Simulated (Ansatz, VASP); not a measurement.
Two plane-wave programs on Ti2Al3Ru

```
Ti Al Ru
1.0
     5.06937    0.00000    0.00000
    -2.53468    4.39020    0.00000
     0.00000    0.00000    4.58697
Ti Al Ru
2 3 1
Cartesian
  0.0000 2.9268 0.0000
  2.5347 1.4634 0.0000
  2.5347 0.0000 2.2935
  1.2673 2.1951 2.2935
  -1.2673 2.1951 2.2935
  0.0000 0.0000 0.0000
```

Change from the starting cell: species swapped into the GdCo3B2 type (P6/mmm, No. 191).

Alike in both runs: functional PBE; k mesh 6 × 6 × 6; occupations gaussian, width 0.1 eV; no spin polarisation.

Ansatz relaxed the structure, and its values are those at the end. VASP's run is a single point on that final structure, the one shown.

|  | VASP | Ansatz |
| --- | --- | --- |
| version | VASP 6.6.1 | Ansatz 0.2.0 |
| potentials or method | VASP PAW PBE potentials, release 64 (Ti_sv, Al, Ru_pv), cutoff 520 eV | scalar-relativistic, plane waves, PAW |
| valence electrons in the cell | 47 | 49 |

Ansatz gave:

| Item | Value |
| --- | --- |
| gap on the k mesh at the Fermi level (eV) | none |
| pressure (GPa) | 0.0 |

Q: Estimate VASP's values.

A: gap on the k mesh at the Fermi level (eV): none; pressure (GPa): -0.1.

A gap of «none» marks a metal or a gap that the smearing closes. With one functional, cell and mesh, what is left measures potentials, basis and numerics. VASP's potentials hold 47 valence electrons a cell and Ansatz's 49, so a difference there can come from the potentials and not from the codes.
